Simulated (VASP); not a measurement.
# Ru (P6_3/mmc) in VASP: settings compared

Ru is run at these levels: LDA, r2SCAN, BLYP+D4; tasks: single point.

Program: VASP 6.6.1. These are calculated values, not measurements. Logs are shortened: lines on timing, memory, paths and dates and some standing lists are left out, and cuts for length are marked.

## Step 1: The cell of the first run

Symmetry: P6_3/mmc, No. 194, hexagonal system. The conventional cell has a = 2.673 Å, b = 2.673 Å, c = 4.230 Å, α = 90.00°, β = 90.00°, γ = 120.00°. Ru (site symmetry -6m2) has 12 Ru at 2.62 to 2.67 Å within 3.5 Å.

## Step 2: Single point, LDA

INCAR reads:

```
PREC = Accurate
ENCUT = 560
EDIFF = 1E-6
ISMEAR = -1
SIGMA = 0.05
LREAL = F
LASPH = T
NELM = 120
ALGO = Normal
ISIF = 2
LWAVE = F
LCHARG = F
NBANDS = 23
GGA_COMPAT = F
```

KPOINTS reads:

```
Automatic mesh
0
Gamma
  11 11 6
```

POSCAR reads:

```
Ru
1.0
    2.6732581370      0.0000000000      0.0000000000
   -1.3366290685      2.3151094575      0.0000000000
    0.0000000000      0.0000000000      4.2297277235
Ru
2
Direct
    0.6666666667      0.3333333333      0.7500000000
    0.3333333333      0.6666666667      0.2500000000
```

Potentials or basis: VASP PAW LDA potentials, release 64 (Ru_sv).

Launch:

```
> cat potpaw_LDA.64/Ru_sv/POTCAR > POTCAR
> mpirun -np 1 vasp_std > vasp.out
```

OUTCAR:

```text
PREC = Accurate
   ENCUT = 560
   EDIFF = 1E-6
   ISMEAR = -1
   LREAL = F
   LASPH = T
   NELM = 120
   ISIF = 2

 ion  position               nearest neighbor table
   1  0.667  0.333  0.750-   2 2.62   2 2.62   2 2.62   2 2.62   2 2.62   2 2.62
   2  0.333  0.667  0.250-   1 2.62   1 2.62   1 2.62   1 2.62   1 2.62   1 2.62

  LATTYP: Found a hexagonal cell.
 ALAT       =     2.6732581370
 C/A-ratio  =     1.5822369209

  Lattice vectors:

 A1 = (   2.6732581370,   0.0000000000,   0.0000000000)
 A2 = (  -1.3366290685,   2.3151094575,   0.0000000000)
 A3 = (   0.0000000000,   0.0000000000,   4.2297277235)

Analysis of symmetry for initial positions (statically):
=====================================================================
 Subroutine PRICEL returns:
 Original cell was already a primitive cell.

 Routine SETGRP: Setting up the symmetry group for a
 hexagonal supercell.

 Subroutine GETGRP returns: Found 24 space group operations
 (whereof 12 operations were pure point group operations)
 out of a pool of 24 trial point group operations.

The static configuration has the point symmetry D_3d.
 The point group associated with its full space group is D_6h.

Analysis of symmetry for dynamics (positions and initial velocities):
=====================================================================
 Subroutine PRICEL returns:
 Original cell was already a primitive cell.

 Routine SETGRP: Setting up the symmetry group for a
 hexagonal supercell.

 Subroutine GETGRP returns: Found 24 space group operations
 (whereof 12 operations were pure point group operations)
 out of a pool of 24 trial point group operations.

The dynamic configuration has the point symmetry D_3d.
 The point group associated with its full space group is D_6h.

 Subroutine INISYM returns: Found 24 space group operations
 (whereof 12 operations are pure point group operations),
 and found     1 'primitive' translations

----------------------------------------------------------------------------------------

                                     Primitive cell

  volume of cell :      26.1773

  direct lattice vectors                    reciprocal lattice vectors
     2.673258137  0.000000000  0.000000000     0.374075360  0.215972510  0.000000000
    -1.336629068  2.315109458  0.000000000     0.000000000  0.431945020  0.000000000
     0.000000000  0.000000000  4.229727723     0.000000000  0.000000000  0.236421837

  length of vectors
     2.673258137  2.673258137  4.229727723     0.431945020  0.431945020  0.236421837

  position of ions in fractional coordinates (direct lattice)
     0.666666667  0.333333333  0.750000000
     0.333333333  0.666666667  0.250000000

  ion indices of the primitive-cell ions
   primitive index   ion index
                 1           1
                 2           2

----------------------------------------------------------------------------------------

 KPOINTS: Automatic mesh

Automatic generation of k-mesh.
 Grid dimensions read from file:
 generate k-points for:   11   11    6

 Generating k-lattice:

  Cartesian coordinates                     Fractional coordinates (reciprocal lattice)
     0.034006851  0.019633865  0.000000000     0.090909091  0.000000000  0.000000000
     0.000000000  0.039267729  0.000000000     0.000000000  0.090909091  0.000000000
     0.000000000  0.000000000  0.039403640     0.000000000  0.000000000  0.166666667

  Length of vectors
     0.039267729  0.039267729  0.039403640

  Shift w.r.t. Gamma in fractional coordinates (k-lattice)
     0.000000000  0.000000000  0.000000000

 Subroutine IBZKPT returns following result:
 ===========================================

 Found     64 irreducible k-points:

 Following reciprocal coordinates:
            Coordinates               Weight
  0.000000  0.000000  0.000000      1.000000
  0.090909  0.000000  0.000000      6.000000
  0.181818  0.000000  0.000000      6.000000
  0.272727  0.000000  0.000000      6.000000
  0.363636  0.000000  0.000000      6.000000
  0.454545  0.000000  0.000000      6.000000
[... 50 lines left out ...]
     23      33.7440      0.00000

 k-point     4 :       0.2727    0.0000    0.0000
  band No.  band energies     occupation
      1     -56.9889      2.00000
      2     -56.8173      2.00000
      3     -27.6237      2.00000
      4     -27.3048      2.00000
      5     -27.1090      2.00000
      6     -26.9685      2.00000
[... 15 lines left out ...]
     22      29.5737      0.00000
     23      32.1781      0.00000

 k-point     5 :       0.3636    0.0000    0.0000
  band No.  band energies     occupation
      1     -56.9333      2.00000
      2     -56.8080      2.00000
      3     -27.5250      2.00000
      4     -27.4708      2.00000
      5     -27.3160      2.00000
      6     -27.0341      2.00000
[... 15 lines left out ...]
     22      26.9128      0.00000
     23      30.4767      0.00000

 k-point     6 :       0.4545    0.0000    0.0000
  band No.  band energies     occupation
      1     -56.8945      2.00000
      2     -56.8080      2.00000
      3     -27.6551      2.00000
      4     -27.4358      2.00000
      5     -27.3493      2.00000
      6     -27.0722      2.00000
[... 15 lines left out ...]
     22      27.7675      0.00000
     23      29.0710      0.00000

 k-point     7 :       0.0909    0.0909    0.0000
  band No.  band energies     occupation
      1     -57.0558      2.00000
      2     -56.8372      2.00000
      3     -27.7885      2.00000
      4     -26.9914      2.00000
      5     -26.9118      2.00000
      6     -26.7858      2.00000
[... 353 lines left out ...]
     22      29.9219      0.00000
     23      32.3614      0.00000

 k-point    21 :       0.3636    0.0000    0.1667
  band No.  band energies     occupation
      1     -56.9249      2.00000
      2     -56.8164      2.00000
      3     -27.6364      2.00000
      4     -27.4038      2.00000
      5     -27.2785      2.00000
      6     -27.0140      2.00000
[... 15 lines left out ...]
     22      28.3179      0.00000
     23      31.1194      0.00000

 k-point    22 :       0.4545    0.0000    0.1667
  band No.  band energies     occupation
      1     -56.8887      2.00000
      2     -56.8138      2.00000
      3     -27.7199      2.00000
      4     -27.5100      2.00000
      5     -27.2344      2.00000
      6     -27.0511      2.00000
[... 15 lines left out ...]
     22      27.8724      0.00000
     23      29.8283      0.00000

 k-point    23 :       0.0909    0.0909    0.1667
  band No.  band energies     occupation
      1     -57.0414      2.00000
      2     -56.8521      2.00000
      3     -27.7237      2.00000
      4     -26.9685      2.00000
      5     -26.9174      2.00000
      6     -26.8284      2.00000
[... 15 lines left out ...]
     22      31.5020      0.00000
     23      33.7891      0.00000

 k-point    24 :       0.1818    0.0909    0.1667
  band No.  band energies     occupation
      1     -56.9965      2.00000
      2     -56.8351      2.00000
      3     -27.6439      2.00000
      4     -27.1527      2.00000
      5     -27.0968      2.00000
      6     -26.9177      2.00000
[... 15 lines left out ...]
     22      31.1796      0.00000
     23      32.5478      0.00000

 [... further k-points ...]
[... 5 lines left out ...]
  --------------------------------------------------------------------------------------
  -------------------------------------------------------------------------------------
  Total        0.0847421      0.0847421      0.0931918     -0.0000000      0.0000000      0.0000000
  in kB        5.1866289      5.1866289      5.7037897     -0.0000000      0.0000000      0.0000000
  external PRESSURE =       5.3590158 kB  Pullay stress =       0.0000000 kB

 VOLUME and BASIS-vectors are now :
 -----------------------------------------------------------------------------
  energy-cutoff  :      560.00
  volume of cell :       26.18
      direct lattice vectors                 reciprocal lattice vectors
     2.673258137  0.000000000  0.000000000     0.374075360  0.215972510  0.000000000
    -1.336629068  2.315109458  0.000000000     0.000000000  0.431945020  0.000000000
     0.000000000  0.000000000  4.229727723     0.000000000  0.000000000  0.236421837

 POSITION                                       TOTAL-FORCE (eV/Angst)
 -----------------------------------------------------------------------------------
      1.33663      0.77170      3.17230        -0.000000      0.000000      0.000000
     -0.00000      1.54341      1.05743         0.000000      0.000000      0.000000
 -----------------------------------------------------------------------------------
    total drift:                                0.000000     -0.000000      0.000000

  FREE ENERGIE OF THE ION-ELECTRON SYSTEM (eV)
  ---------------------------------------------------
  free  energy   TOTEN  =       -21.3958571544 eV

  energy  without entropy=      -21.3799307791  energy(sigma->0) =      -21.38789397
```

Wall time 18 s (1 thread of Intel Xeon Platinum 8488C (Sapphire Rapids), shared host); peak memory 0.15 GiB.

Results:

```
Free energy            : -21.3959 eV
Pressure               : 0.5 GPa
Band gap on the k mesh : zero (bands 16 and 17 overlap by 3.26 eV)
```

Levels at points of the mesh, in eV from the Fermi level:
| k point | band 12 | band 13 | band 14 | band 15 | band 16 | band 17 | band 18 | band 19 | band 20 | band 21 |
| --- | --- | --- | --- | --- | --- | --- | --- | --- | --- | --- |
| (0.00, 0.00, 0.00) | -2.69 | -2.50 | -1.96 | -1.96 | -1.40 | -1.40 | 1.33 | 1.33 | 1.41 | 10.75 |
| (0.00, 0.00, 0.50) | -2.86 | -2.86 | -2.86 | -2.77 | -2.77 | 0.66 | 0.66 | 0.66 | 0.66 | 14.53 |

## Step 3: Single point, r2SCAN

This run uses another cell than the first one, of 13.57 Å³/atom.

POSCAR reads:

```
Ru
1.0
    2.7058000000      0.0000000000      0.0000000000
   -1.3529000000      2.3432915376      0.0000000000
    0.0000000000      0.0000000000      4.2819000000
Ru
2
Direct
    0.6666666667      0.3333333333      0.7500000000
    0.3333333333      0.6666666667      0.2500000000
```

INCAR.step1 reads:

```
SYSTEM = Ru
PREC     = Accurate       ! precision mode
ENCUT    = 620            ! plane-wave cutoff, eV
ISMEAR   = 0              ! smearing method
SIGMA    = 0.1            ! smearing width, eV
LREAL    = .False.        ! projectors in reciprocal space
LASPH    = .True.         ! aspherical terms in the spheres
NELM     = 120            ! most SCF steps
NBANDS   = 23             ! bands
GGA      = PE             ! functional
ALGO     = Normal         ! electronic algorithm
EDIFF    = 1E-5           ! SCF threshold, eV
LWAVE    = .True.         ! write WAVECAR
LCHARG   = .False.        ! write CHGCAR
GGA_COMPAT= .False.
```

INCAR.step2 reads:

```
SYSTEM = Ru
PREC     = Accurate       ! precision mode
ENCUT    = 620            ! plane-wave cutoff, eV
EDIFF    = 1E-6           ! SCF threshold, eV
ISMEAR   = 0              ! smearing method
SIGMA    = 0.1            ! smearing width, eV
LREAL    = .False.        ! projectors in reciprocal space
LASPH    = .True.         ! aspherical terms in the spheres
NELM     = 120            ! most SCF steps
ALGO     = Normal         ! electronic algorithm
ISIF     = 2              ! what is computed and relaxed
LWAVE    = .False.        ! write WAVECAR
LCHARG   = .True.         ! write CHGCAR
METAGGA  = R2SCAN         ! meta-GGA
LMIXTAU  = .True.       
LELF     = .True.         ! ELF
LVHAR    = .True.       
NBANDS   = 23             ! bands
ISTART   = 1            
GGA_COMPAT= .False.
```

KPOINTS reads:

```
regular mesh
0
Gamma
  9 9 5
  0 0 0
```

Potentials or basis: VASP PAW PBE potentials, release 64 (Ru_sv).

Launch:

```
> cat potpaw_PBE.64/Ru_sv/POTCAR > POTCAR
> cp INCAR.step1 INCAR
> mpirun -np 1 vasp_std > vasp.out
> cp INCAR.step2 INCAR
> mpirun -np 1 vasp_std > vasp.out
```

Wall time 2.5 min (1 thread of AMD EPYC 7R43 (Zen 3), shared host); peak memory 0.13 GiB.

Results (log left out):

- Free energy: -50.9715 eV
- Pressure: -2.2 GPa
- Band gap on the k mesh: zero (bands 16 and 17 overlap by 3.17 eV)

Stress tensor (GPa, compression positive):
```
-2.02  0.00  0.00
 0.00 -2.02  0.00
 0.00  0.00 -2.42
```

Levels at points of the mesh, in eV from the Fermi level:
```tsv
k point	band 12	band 13	band 14	band 15	band 16	band 17	band 18	band 19	band 20	band 21
(0.00, 0.00, 0.00)	-2.81	-2.61	-2.11	-2.11	-1.56	-1.56	1.13	1.13	1.25	10.68
```

Caveat: the PAW data sets were made with another functional, which shifts forces and pressure a little.

## Step 4: Single point, LDA

INCAR reads:

```
SYSTEM = Ru
PREC = Accurate
ENCUT = 560
EDIFF = 1E-6
ISMEAR = -1
SIGMA = 0.05
LREAL = .FALSE.
LASPH = .TRUE.
NELM = 120
ALGO = Normal
ISIF = 2
LWAVE = .FALSE.
LCHARG = .FALSE.
GGA = CA
NBANDS = 23
GGA_COMPAT = .FALSE.
```

KPOINTS reads:

```
regular mesh
0
G
  11 11 6
  0 0 0
```

POSCAR reads:

```
Ru
1.0
    2.6732581335      0.0000000000      0.0000000000
   -1.3366290668      2.3151094545      0.0000000000
    0.0000000000      0.0000000000      4.2297277339
Ru
2
Direct
    0.6666666667      0.3333333333      0.7500000000
    0.3333333333      0.6666666667      0.2500000000
```

Potentials or basis: VASP PAW LDA potentials, release 64 (Ru_sv).

Launch:

```
> cat potpaw_LDA.64/Ru_sv/POTCAR > POTCAR
> mpirun -np 1 vasp_std > vasp.out
```

Wall time 24 s (1 thread of Intel Xeon Platinum 8259CL at 2.50GHz (Skylake/Cascade Lake), shared host); peak memory 0.16 GiB.

It converged, with:

* Free energy: -21.3959 eV
* Pressure: 0.5 GPa
* Band gap on the k mesh: zero (bands 16 and 17 overlap by 3.26 eV)

Levels at points of the mesh, in eV from the Fermi level:
```
           k point  band 13  band 14  band 15  band 16  band 17  band 18  band 19  band 20
(0.00, 0.00, 0.00)    -2.50    -1.96    -1.96    -1.40    -1.40     1.33     1.33     1.41
(0.00, 0.00, 0.50)    -2.86    -2.86    -2.77    -2.77     0.66     0.66     0.66     0.66
```

## Step 5: Single point, BLYP+D4

This run uses another cell than the first one, of 13.30 Å³/atom.

INCAR reads:

```
SYSTEM = Ru
PREC     = Accurate       ! precision mode
ENCUT    = 560            ! plane-wave cutoff, eV
EDIFF    = 1E-6           ! SCF threshold, eV
ISMEAR   = -1             ! smearing method
SIGMA    = 0.05           ! smearing width, eV
LREAL    = .False.        ! projectors in reciprocal space
LASPH    = .True.         ! aspherical terms in the spheres
NELM     = 120            ! most SCF steps
ALGO     = Normal         ! electronic algorithm
ISIF     = 2              ! what is computed and relaxed
LWAVE    = .False.        ! write WAVECAR
LCHARG   = .False.        ! write CHGCAR
GGA      = B5             ! functional
ALDAX    = 1.0          
AGGAX    = 1.0          
AGGAC    = 1.0          
ALDAC    = 0.0          
IVDW     = 13             ! dispersion correction
VDW_S6   = 1.0          
VDW_S8   = 2.34076671   
VDW_A1   = 0.44488865   
VDW_A2   = 4.0933009    
NBANDS   = 23             ! bands
GGA_COMPAT= .False.
```

KPOINTS reads:

```
Automatic mesh
0
Gamma
  11 11 6
  0 0 0
```

POSCAR reads:

```
Ru
1.0
    2.6876397213      0.0000000000      0.0000000000
   -1.3438198606      2.3275642749      0.0000000000
    0.0000000000      0.0000000000      4.2531615502
Ru
2
Direct
    0.6666666667      0.3333333333      0.7500000000
    0.3333333333      0.6666666667      0.2500000000
```

Potentials or basis: VASP PAW PBE potentials, release 64 (Ru_sv).

Launch:

```
> cat potpaw_PBE.64/Ru_sv/POTCAR > POTCAR
> mpirun -np 1 vasp_std > vasp.out
```

It took 24 s on 1 thread of Intel Xeon 6975P-C (Granite Rapids), shared host; peak memory 0.17 GiB.

It converged, with:

```yaml
Free_energy: -17.8040 eV
Pressure: 14.4 GPa
Band_gap_on_the_k_mesh: zero (bands 16 and 17 overlap by 3.16 eV)
Dispersion_energy_per_atom: -1.030 eV
```

Stress tensor (GPa, compression positive):
```
14.28  0.00  0.00
 0.00 14.28  0.00
 0.00  0.00 14.73
```

Levels at points of the mesh, in eV from the Fermi level:
```
           k point  band 14  band 15  band 16  band 17  band 18  band 19
(0.00, 0.00, 0.00)    -1.92    -1.92    -1.39    -1.39     1.27     1.27
(0.00, 0.00, 0.50)    -2.79    -2.61    -2.61     0.61     0.61     0.61
```

Caveat: the cell stands under pressure; the dispersion term is far too large for a dense solid, which distorts pressure and volume; the PAW data sets were made with another functional, which shifts forces and pressure a little.

## Step 6: Single point, r2SCAN, non-collinear spin, zero start, spin-orbit coupling

This run uses another cell than the first one, of 13.57 Å³/atom.

POSCAR reads:

```
Ru
1.0
    2.7058000000      0.0000000000      0.0000000000
   -1.3529000000      2.3432915376      0.0000000000
    0.0000000000      0.0000000000      4.2819000000
Ru
2
Direct
    0.6666666667      0.3333333333      0.7500000000
    0.3333333333      0.6666666667      0.2500000000
```

INCAR.step1 reads:

```
PREC = Accurate ; ENCUT = 620
ISMEAR = -1 ; SIGMA = 0.05
LREAL = False ; LASPH = True
NELM = 200 ; MAGMOM = 0 0 0 0 0 0
LSORBIT = True ; GGA_COMPAT = False
LMAXMIX = 4 ; NBANDS = 44
GGA = PE ; ALGO = Normal
EDIFF = 1E-5 ; LWAVE = True
LCHARG = False
```

INCAR.step2 reads:

```
PREC = Accurate ; ENCUT = 620
EDIFF = 1E-6 ; ISMEAR = -1
SIGMA = 0.05 ; LREAL = False
LASPH = True ; NELM = 200
ALGO = Normal ; ISIF = 2
LWAVE = False ; LCHARG = True
MAGMOM = 0 0 0 0 0 0 ; LORBIT = 11
LSORBIT = True ; GGA_COMPAT = False
LORBMOM = True ; LMAXMIX = 4
METAGGA = R2SCAN ; LMIXTAU = True
LVHAR = True ; NBANDS = 44
ISTART = 1
```

KPOINTS reads:

```
regular mesh
0
Gamma
  8 8 5
```

Potentials or basis: VASP PAW PBE potentials, release 64 (Ru_sv).

Launch:

```
> cat potpaw_PBE.64/Ru_sv/POTCAR > POTCAR
> cp INCAR.step1 INCAR
> mpirun -np 1 vasp_ncl > vasp.out
> cp INCAR.step2 INCAR
> mpirun -np 1 vasp_ncl > vasp.out
```

It took 2.9 min on 1 thread of Intel Xeon Platinum 8559C (Emerald Rapids), shared host; peak memory 0.3 GiB.

Results (log left out):

```yaml
Free_energy: -51.2702 eV
Pressure: -2.2 GPa
Net_moment: 0.00 μB per cell
Valence_electrons_inside_the_program's_atomic_spheres: Ru 13.63
```

Stress tensor (GPa, compression positive):
```
-1.66  0.00  0.00
 0.00 -1.66  0.00
 0.00  0.00 -3.16
```

Moments on the atoms (μB; x, y, z):
```
Ru  0.00 0.00 0.00
Ru  0.00 0.00 0.00
```

Caveat: the PAW data sets were made with another functional, which shifts forces and pressure a little.

## Step 7: Overview

```csv
level,potentials or basis,spin,cell,k mesh,cutoff (eV),smearing,gap on the mesh (eV),pressure (GPa)
LDA,"VASP PAW LDA potentials, release 64 (Ru_sv)",off,"a = 2.673, b = 2.673, c = 4.230 Å, angles 90.0, 90.0, 120.0°, 2 atoms",11 × 11 × 6,560,fermi-dirac 0.05 eV,none,0.5
r2SCAN,"VASP PAW PBE potentials, release 64 (Ru_sv)",off,"a = 2.706, b = 2.706, c = 4.282 Å, angles 90.0, 90.0, 120.0°, 2 atoms",9 × 9 × 5,620,gaussian 0.1 eV,none,-2.2
BLYP+D4,"VASP PAW PBE potentials, release 64 (Ru_sv)",off,"a = 2.688, b = 2.688, c = 4.253 Å, angles 90.0, 90.0, 120.0°, 2 atoms",11 × 11 × 6,560,fermi-dirac 0.05 eV,none,14.4
r2SCAN,"VASP PAW PBE potentials, release 64 (Ru_sv)","non-collinear, zero start, SOC","a = 2.706, b = 2.706, c = 4.282 Å, angles 90.0, 90.0, 120.0°, 2 atoms",8 × 8 × 5,620,fermi-dirac 0.05 eV,-,-2.2
```

Alike in all rows: task single point.

Caveats: the PAW data sets were made with another functional, which shifts forces and pressure a little (at least some runs); the cell stands under pressure (at least some runs); the dispersion term is far too large for a dense solid, which distorts pressure and volume (at least some runs).

Total energies depend on the potentials used, so only differences within one code and one set of settings carry meaning.
